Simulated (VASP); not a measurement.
# SnSe (Fm-3m) in VASP: a series of runs

Runs on SnSe. Level: PBE. Tasks: electric field gradients.

All numbers are computed with VASP 6.6.1; they aren't measurements. Logs are shortened: lines on timing, memory, paths and dates and some standing lists are left out, and cuts for length are marked.

**1. The cell of the first run**

Symmetry: Fm-3m, No. 225, cubic system. Conventional cell: a = 6.099 Å, b = 6.099 Å, c = 6.099 Å, α = 90.00°, β = 90.00°, γ = 90.00°. Within 4.0 Å of Sn (site symmetry m-3m) lie 6 Se at 3.05 Å. Within 4.0 Å of Se (site symmetry m-3m) lie 6 Sn at 3.05 Å.

**2. Electric field gradients, PBE (volume scaled by 1.04)**

The input, INCAR:

```
PREC = Accurate
ENCUT = 520
EDIFF = 1E-8
ISMEAR = -1
SIGMA = 0.02
LREAL = False
LASPH = True
NELM = 80
ALGO = Normal
ISIF = 2
LWAVE = False
LCHARG = False
GGA = PE
LEFG = True
NBANDS = 17
```

The input, KPOINTS:

```
regular mesh
0
Gamma
  9 9 9
```

The input, POSCAR:

```
SnSe
1.0
    0.0000000000      3.0496098055      3.0496098055
    3.0496098055      0.0000000000      3.0496098055
    3.0496098055      3.0496098055      0.0000000000
Sn Se
1 1
Direct
    0.0000000000      0.0000000000      0.0000000000
    0.5000000000      0.5000000000      0.5000000000
```

Potentials or basis: VASP PAW PBE potentials, release 64 (Sn_d, Se).

Started as:

```sh
> cat potpaw_PBE.64/Sn_d/POTCAR potpaw_PBE.64/Se/POTCAR > POTCAR
> mpirun -np 1 vasp_std > vasp.out
```

OUTCAR:

```text
PREC = Accurate
   ENCUT = 520
   EDIFF = 1E-8
   ISMEAR = -1
   LREAL = False
   LASPH = True
   NELM = 80
   ISIF = 2
   GGA = PE

 ion  position               nearest neighbor table
   1  0.000  0.000  0.000-   2 3.05   2 3.05   2 3.05   2 3.05   2 3.05   2 3.05
   2  0.500  0.500  0.500-   1 3.05   1 3.05   1 3.05   1 3.05   1 3.05   1 3.05

  LATTYP: Found a face centered cubic cell.
 ALAT       =     6.0992196110

  Lattice vectors:

 A1 = (   0.0000000000,   3.0496098055,   3.0496098055)
 A2 = (   3.0496098055,   0.0000000000,   3.0496098055)
 A3 = (   3.0496098055,   3.0496098055,   0.0000000000)

Analysis of symmetry for initial positions (statically):
=====================================================================
 Subroutine PRICEL returns:
 Original cell was already a primitive cell.

 Routine SETGRP: Setting up the symmetry group for a
 face centered cubic supercell.

 Subroutine GETGRP returns: Found 48 space group operations
 (whereof 48 operations were pure point group operations)
 out of a pool of 48 trial point group operations.

The static configuration has the point symmetry O_h .

Analysis of symmetry for dynamics (positions and initial velocities):
=====================================================================
 Subroutine PRICEL returns:
 Original cell was already a primitive cell.

 Routine SETGRP: Setting up the symmetry group for a
 face centered cubic supercell.

 Subroutine GETGRP returns: Found 48 space group operations
 (whereof 48 operations were pure point group operations)
 out of a pool of 48 trial point group operations.

The dynamic configuration has the point symmetry O_h .

 Subroutine INISYM returns: Found 48 space group operations
 (whereof 48 operations are pure point group operations),
 and found     1 'primitive' translations

----------------------------------------------------------------------------------------

                                     Primitive cell

  volume of cell :      56.7235

  direct lattice vectors                    reciprocal lattice vectors
     0.000000000  3.049609805  3.049609805    -0.163955401  0.163955401  0.163955401
     3.049609805  0.000000000  3.049609805     0.163955401 -0.163955401  0.163955401
     3.049609805  3.049609805  0.000000000     0.163955401  0.163955401 -0.163955401

  length of vectors
     4.312799547  4.312799547  4.312799547     0.283979086  0.283979086  0.283979086

  position of ions in fractional coordinates (direct lattice)
     0.000000000  0.000000000  0.000000000
     0.500000000  0.500000000  0.500000000

  ion indices of the primitive-cell ions
   primitive index   ion index
                 1           1
                 2           2

----------------------------------------------------------------------------------------

 KPOINTS: regular mesh

Automatic generation of k-mesh.
 Grid dimensions read from file:
 generate k-points for:    9    9    9

 Generating k-lattice:

  Cartesian coordinates                     Fractional coordinates (reciprocal lattice)
    -0.018217267  0.018217267  0.018217267     0.111111111  0.000000000  0.000000000
     0.018217267 -0.018217267  0.018217267     0.000000000  0.111111111  0.000000000
     0.018217267  0.018217267 -0.018217267     0.000000000  0.000000000  0.111111111

  Length of vectors
     0.031553232  0.031553232  0.031553232

  Shift w.r.t. Gamma in fractional coordinates (k-lattice)
     0.000000000  0.000000000  0.000000000

 Subroutine IBZKPT returns following result:
 ===========================================

 Found     35 irreducible k-points:

 Following reciprocal coordinates:
            Coordinates               Weight
  0.000000  0.000000  0.000000      1.000000
  0.111111  0.000000  0.000000      8.000000
  0.222222  0.000000  0.000000      8.000000
  0.333333  0.000000  0.000000      8.000000
  0.444444  0.000000  0.000000      8.000000
  0.111111  0.111111  0.000000      6.000000
[... 16 lines left out ...]
 -0.333333  0.333333  0.000000     12.000000
  0.444444  0.444444  0.000000      6.000000
 [... further k-points ...]
   k-points           NKPTS =     35   k-points in BZ     NKDIM =     35   number of bands    NBANDS=     17
   number of dos      NEDOS =    301   number of ions     NIONS =      2
   total plane-waves  NPLWV =  32768
   dimension x,y,z NGX =    32 NGY =   32 NGZ =   32
   dimension x,y,z NGXF=    64 NGYF=   64 NGZF=   64
   ions per type =               1   1
   NGX,Y,Z   is equivalent  to a cutoff of  12.34, 12.34, 12.34 a.u.
   NGXF,Y,Z  is equivalent  to a cutoff of  24.67, 24.67, 24.67 a.u.
 SYSTEM =  unknown system
   PREC   = accura    normal or accurate (medium, high low for compatibility)
   ISTART =      0    job   : 0-new  1-cont  2-samecut
   ICHARG =      2    charge: 1-file 2-atom 10-const
   ISPIN  =      1    spin polarized calculation?
   LNONCOLLINEAR =      F non collinear calculations
   LSORBIT =      F    spin-orbit coupling
   LASPH  =      T    aspherical Exc in radial PAW
   ENCUT  =  520.0 eV  38.22 Ry    6.18 a.u.   8.02  8.02  8.02*2*pi/ulx,y,z
   NELM   =     80;   NELMIN=  2; NELMDL= -5     # of ELM steps
   EDIFF  = 0.1E-07   stopping-criterion for ELM
   LREAL  =      F    real-space projection
   EDIFFG = 0.1E-06   stopping-criterion for IOM
   NSW    =      0    number of steps for IOM
   IBRION =     -1    ionic relax: 0-MD 1-quasi-New 2-CG
   NFREE  =      0    steps in history (QN), initial steepest desc. (CG)
   ISIF   =      2    stress and relaxation
   ISYM   =      2    0-nonsym 1-usesym 2-fastsym
   POTIM  = 0.5000    time-step for ionic-motion
   TEBEG  =    0.0;   TEEND  =   0.0 temperature during run
   PSTRESS=    0.0 pullay stress
   NELECT =      20.0000    total number of electrons
   NUPDOWN=      -1.0000    fix difference up-down
   EMIN   =  10.00;   EMAX   =-10.00  energy-range for DOS
   EFERMI =   0.00;   METHOD = LEGACY
   ISMEAR =    -1;   SIGMA  =   0.02  broadening in eV -4-tet -1-fermi 0-gaus
   EFERMI_NEDOS =   21; number of points for ismear=-14 and -15
   IALGO  =     38    algorithm
   IMIX   =      4    mixing-type and parameters
     AMIX     =   0.40;   BMIX     =  1.00
     AMIX_MAG =   1.60;   BMIX_MAG =  1.00
  volume/ion in A,a.u.               =      28.36       191.39
  Fermi-wavevector in a.u.,A,eV,Ry     =   1.156549  2.185560 18.199216  1.337605
  Thomas-Fermi vector in A             =   2.293168
   LORBIT       =      0    0 simple, 1 ext, 2 COOP (PROOUT), +10 PAW based schemes
   GGA     = PE    functional components
   LHFCALC =     F    Hartree Fock is set to
   AEXX    =    0.0000 exact exchange contribution
   IVDW    =     0    specifies the selected vdW correction
   LEPSILON=     F    determine dielectric tensor
   LRPA    =     F    only Hartree local field effects (RPA)
 non-spin polarized calculation
  energy-cutoff  :      520.00
  volume of cell :       56.72
 maximum number of plane-waves:      1544
   NGX = 17   NGY = 17   NGZ = 17

 number of electron      19.9999992 magnetization

 Free energy of the ion-electron system (eV)
  ---------------------------------------------------
  ext. energy  EPLUGINS =         0.00000000
  ---------------------------------------------------
  free energy    TOTEN  =        -8.21515757 eV

  energy without entropy =       -8.21515757  energy(sigma->0) =       -8.21515757

 E-fermi :   5.3786     XC(G=0):  -9.4197

 val. band max:        5.0468474791   @ k =   0.4444   0.0000   0.0000
 cond. band min:       5.7247829085   @ k =  -0.3333   0.1111   0.0000
 fundamental gap:      0.6779354294
 Fermi energy:         5.3785917276

 k-point     1 :       0.0000    0.0000    0.0000
  band No.  band energies     occupation
      1     -16.4567      2.00000
      2     -16.4567      2.00000
      3     -16.4567      2.00000
      4     -16.4529      2.00000
      5     -16.4529      2.00000
      6      -8.4416      2.00000
[... 9 lines left out ...]
     16      11.0753      0.00000
     17      13.2754      0.00000

 k-point     2 :       0.1111    0.0000    0.0000
  band No.  band energies     occupation
      1     -16.4564      2.00000
      2     -16.4560      2.00000
      3     -16.4560      2.00000
      4     -16.4531      2.00000
      5     -16.4531      2.00000
      6      -8.3614      2.00000
[... 9 lines left out ...]
     16      11.3590      0.00000
     17      14.0583      0.00000
[... 421 lines left out ...]
 k-point    24 :       0.4444    0.4444    0.0000
  band No.  band energies     occupation
      1     -16.4746      2.00000
      2     -16.4619      2.00000
      3     -16.4468      2.00000
      4     -16.4424      2.00000
      5     -16.4424      2.00000
      6      -7.3901      2.00000
[... 9 lines left out ...]
     16      16.4788      0.00000
     17      17.5673      0.00000

 [... further k-points ...]
[... 5 lines left out ...]
  --------------------------------------------------------------------------------------
  -------------------------------------------------------------------------------------
  Total       -0.3125301     -0.3125301     -0.3125301     -0.0000000     -0.0000000      0.0000000
  in kB       -8.8275376     -8.8275376     -8.8275376     -0.0000000     -0.0000000      0.0000000
  external PRESSURE =      -8.8275376 kB  Pullay stress =       0.0000000 kB

 VOLUME and BASIS-vectors are now :
 -----------------------------------------------------------------------------
  energy-cutoff  :      520.00
  volume of cell :       56.72
      direct lattice vectors                 reciprocal lattice vectors
     0.000000000  3.049609805  3.049609805    -0.163955401  0.163955401  0.163955401
     3.049609805  0.000000000  3.049609805     0.163955401 -0.163955401  0.163955401
     3.049609805  3.049609805  0.000000000     0.163955401  0.163955401 -0.163955401

 POSITION                                       TOTAL-FORCE (eV/Angst)
 -----------------------------------------------------------------------------------
      0.00000      0.00000      0.00000         0.000000      0.000000     -0.000000
      3.04961      3.04961      3.04961         0.000000      0.000000      0.000000
 -----------------------------------------------------------------------------------
    total drift:                                0.000000     -0.000000     -0.000000

  FREE ENERGIE OF THE ION-ELECTRON SYSTEM (eV)
  ---------------------------------------------------
  free  energy   TOTEN  =        -8.2151575705 eV

  energy  without entropy=       -8.2151575690  energy(sigma->0) =       -8.21515757

 Electric field gradients (V/A^2)
---------------------------------------------------------------------
 ion       V_xx      V_yy      V_zz      V_xy      V_xz      V_yz
---------------------------------------------------------------------
   1      -0.000     0.000    -0.000     0.000     0.000     0.000
   2      -0.000     0.000    -0.000     0.000     0.000     0.000
---------------------------------------------------------------------

 Electric field gradients after diagonalization (V/A^2)
 (convention: |V_zz| > |V_xx| > |V_yy|)
----------------------------------------------------------------------
 ion       V_xx      V_yy      V_zz     asymmetry (V_yy - V_xx)/ V_zz
----------------------------------------------------------------------
   1      -0.000    -0.000     0.000       0.000
   2      -0.000    -0.000     0.000       0.000
----------------------------------------------------------------------

           NMR quadrupolar parameters

 Cq : quadrupolar parameter    Cq=e*Q*V_zz/h
 eta: asymmetry parameters     (V_yy - V_xx)/ V_zz
 Q  : nuclear electric quadrupole moment in mb (millibarn)
----------------------------------------------------------------------
 ion       Cq(MHz)       eta       Q (mb)
----------------------------------------------------------------------
   1       0.000       0.000       1.000
   2       0.000       0.000       1.000
----------------------------------------------------------------------
```

It took 12 s on 1 thread of Intel Xeon 6975P-C (Granite Rapids), shared host; peak memory 0.19 GiB.

What came out:

```yaml
Free_energy: -8.2152 eV
Pressure: -0.9 GPa
```

Levels at points of the mesh, in eV from the Fermi level:
| k point | band 8 | band 9 | band 10 | band 11 | band 12 | band 13 |
| --- | --- | --- | --- | --- | --- | --- |
| (0.00, 0.00, 0.00) | -2.29 | -2.29 | -2.29 | 3.95 | 3.95 | 3.95 |

Caveat: this odd mesh misses L, where the gap lies, so gap, dielectric constants and Born charges aren't listed; without QUAD_EFG the Cq values of the log hold for a quadrupole moment of 1 mb, not for the nuclei; spin-orbit coupling is left out, which moves the levels of the heavy elements.

[end of part 1 of 2]
